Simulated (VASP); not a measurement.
The system is W2AuN3.

```
CELL_PARAMETERS angstrom
4.39080 0.00000 0.00000
-2.19540 3.80254 0.00000
0.00000 0.00000 4.95930
ATOMIC_POSITIONS crystal
W 0.33333 0.66667 0.50000
W 0.66667 0.33333 0.50000
Au 0.00000 0.00000 0.50000
N 0.33333 0.66667 0.00000
N 0.66667 0.33333 0.00000
N 0.00000 0.00000 0.00000
```

The cell was built from a structure type or drawn by symmetry, and may not be a known phase.

| Quantity | Value |
| --- | --- |
| Program | VASP 6.6.1 |
| Task | relaxation of cell and atoms |
| Functional | PBE |
| Potentials or basis | VASP PAW PBE potentials, release 64 (W_sv, Au, N) |
| Cutoff | 600 eV |
| k mesh | 3 × 3 × 3 |
| Occupations | gaussian, width 0.15 eV |
| Spin | no spin polarisation |

At the start: pressure 8.0 GPa; volume 13.80 Å³/atom.

How do energy, volume and symmetry change on relaxing?

Over 5 steps the energy falls by 1501.6 meV/atom and the volume is 14.32 Å³/atom (+3.8 %); space group P6/mmm (No. 191, to 0.1 Å) before and after.

Step by step:
```csv
step,energy change (eV),largest force (eV/Å),pressure (GPa),volume (Å³)
1,0.0000,0.0000,8.04,82.80
2,-8.9993,0.0000,-0.36,86.71
3,-9.0024,0.0000,-2.33,86.73
4,-8.9692,0.0000,5.56,83.98
5,-9.0094,0.0000,-0.14,85.91
```

Final structure:
```cif
data_structure
_symmetry_space_group_name_H-M 'P 1'
_symmetry_Int_Tables_number 1
_cell_length_a 5.0755
_cell_length_b 5.0755
_cell_length_c 3.8509
_cell_angle_alpha 90.000
_cell_angle_beta 90.000
_cell_angle_gamma 120.000
_cell_volume 85.91
loop_
_atom_site_label
_atom_site_type_symbol
_atom_site_fract_x
_atom_site_fract_y
_atom_site_fract_z
_atom_site_occupancy
W1 W 0.33333 0.66667 0.50000 1
W2 W 0.66667 0.33333 0.50000 1
Au1 Au 0.00000 0.00000 0.50000 1
N1 N 0.33333 0.66667 0.00000 1
N2 N 0.66667 0.33333 0.00000 1
N3 N 0.00000 0.00000 0.00000 1
```

Caveat: the k points lie up to 0.54 Å⁻¹ apart in the final cell; a cell axis changed by over 15 % at a fixed basis, so the end point is rough.
